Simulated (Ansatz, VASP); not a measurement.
## Two plane-wave programs on TiC

```
Ti C
1.0
     0.00000    2.14669    2.14669
     2.14669    0.00000    2.14669
     2.14669    2.14669    0.00000
Ti C
1 1
Direct
  0.00000 0.90683 0.00000
  0.50000 0.50000 0.50000
```

Alike in both runs: task single point; functional PBEsol; k mesh 24 × 24 × 24; occupations gaussian, width 0.15 eV; no spin polarisation.

|  | VASP | Ansatz |
| --- | --- | --- |
| version | VASP 6.6.1 | Ansatz 0.2.0 |
| potentials or method | VASP PAW PBE potentials, release 64 (Ti_sv, C), cutoff 520 eV | scalar-relativistic, plane waves, PAW |
| valence electrons in the cell | 16 | 16 |

|  | VASP | Ansatz | Ansatz less VASP |
| --- | --- | --- | --- |
| gap on the k mesh at the Fermi level (eV) | 0.18 | 0.18 | -0.001 |
| least direct gap on the mesh (eV) | 0.54 | 0.55 | +0.003 |
| pressure (GPa) | 10.3 | 10.0 | -0.26 |
| traceless stress, the component that is largest in VASP (GPa) | -9.75 | -9.68 | +0.072 |
| rms of the force components (eV/Å) | 1.598 | 1.592 | -0.0060 |

VASP's potentials were made for PBE, not for PBEsol. Atom by atom the forces differ by 0.006 eV/Å (rms over components).
